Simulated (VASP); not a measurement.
Write the native input for VASP 6.6.1 that does the following.

| Item | Value |
| --- | --- |
| Task | single point |
| Functional | r2SCAN |
| Potentials or basis | VASP PAW PBE potentials, release 64 (Li_sv, Se) |
| Cutoff | 830 eV |
| k mesh | 6 × 6 × 6 |
| Occupations | gaussian, width 0.1 eV |
| Spin | no spin polarisation |
| Dipole correction | no |
| Further INCAR settings | ALGO = Normal; EDIFF = 1e-06; NBANDS = 13 |

Crystal: Li2Se.

```
Li Se
1.0
     0.00000    3.00250    3.00250
     3.00250    0.00000    3.00250
     3.00250    3.00250    0.00000
Li Se
2 1
Direct
  0.25000 0.25000 0.25000
  0.75000 0.75000 0.75000
  0.00000 0.00000 0.00000
```

One way to write it, as run:

POSCAR

```
Li2Se
1.0
    0.0000000000      3.0025000000      3.0025000000
    3.0025000000      0.0000000000      3.0025000000
    3.0025000000      3.0025000000      0.0000000000
Li Se
2 1
Direct
    0.2500000000      0.2500000000      0.2500000000
    0.7500000000      0.7500000000      0.7500000000
    0.0000000000      0.0000000000      0.0000000000
```

INCAR.step1

```
ALGO = Normal
EDIFF = 1E-5
ENCUT = 830
GGA = PE
GGA_COMPAT = False
ISMEAR = 0
LASPH = True
LCHARG = False
LREAL = False
LWAVE = True
NBANDS = 13
NELM = 120
PREC = Accurate
SIGMA = 0.1
```

INCAR.step2

```
ALGO = Normal
EDIFF = 1E-6
ENCUT = 830
GGA_COMPAT = False
ISIF = 2
ISMEAR = 0
ISTART = 1
LASPH = True
LCHARG = True
LELF = True
LMIXTAU = True
LREAL = False
LVHAR = True
LWAVE = False
METAGGA = R2SCAN
NBANDS = 13
NELM = 120
PREC = Accurate
SIGMA = 0.1
```

KPOINTS

```
k-points
0
Gamma
  6 6 6
```

Potentials or basis: VASP PAW PBE potentials, release 64 (Li_sv, Se).

Command:

```console
$ cat potpaw_PBE.64/Li_sv/POTCAR potpaw_PBE.64/Se/POTCAR > POTCAR
$ cp INCAR.step1 INCAR
$ mpirun -np 1 vasp_std > vasp.out
$ cp INCAR.step2 INCAR
$ mpirun -np 1 vasp_std > vasp.out
```

It gave:

| Item | Value |
| --- | --- |
| Pressure | -0.5 GPa |
| Band gap on the k mesh | 3.46 eV (least direct gap 4.13 eV) |

Caveat: the PAW data sets were made with another functional, which shifts forces and pressure a little.

Wall time 49 s on 1 thread of Intel(R) Xeon(R) 6975P-C (Granite Rapids) (shared host), peak memory 0.26 GiB.
